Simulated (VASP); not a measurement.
**Ag: single point with PBE**

The system is Ag.

```xyz
1
Lattice="2.2123 0.0000 0.0000 0.0000 2.2123 0.0000 0.0000 0.0000 2.2123" Properties=species:S:1:pos:R:3 pbc="T T T"
Ag    0.0000    0.0000    0.0000
```

This cell differs from its parent crystal: volume scaled by 0.52.

* Program: VASP 6.6.1
* Task: single point
* Functional: PBE
* Potentials or basis: VASP PAW PBE potentials, release 64 (Ag)
* Cutoff: 520 eV
* k mesh: 16 × 16 × 16
* Occupations: fermi-dirac, width 0.08 eV
* Spin: no spin polarisation
* Dipole correction: no
* Further INCAR settings: ALGO = Normal; EDIFF = 1e-06; NBANDS = 12

```yaml
Pressure: 263.8 GPa
```

Levels at points of the mesh, in eV from the Fermi level:
```tsv
k point	band 3	band 4	band 5	band 6	band 7	band 8
(0.00, 0.00, 0.00)	-11.00	-2.73	-2.73	-2.73	18.70	18.70
(0.50, 0.00, 0.00)	-5.76	-5.76	-3.02	-2.44	5.65	18.13
(0.50, 0.50, 0.00)	-5.18	-5.18	-0.52	4.74	4.74	13.69
(0.50, 0.50, 0.50)	-10.10	-0.33	-0.33	8.64	13.90	13.90
```

It took 6.9 s on 1 thread of Intel Xeon 6975P-C (shared host), peak memory 0.13 GiB.
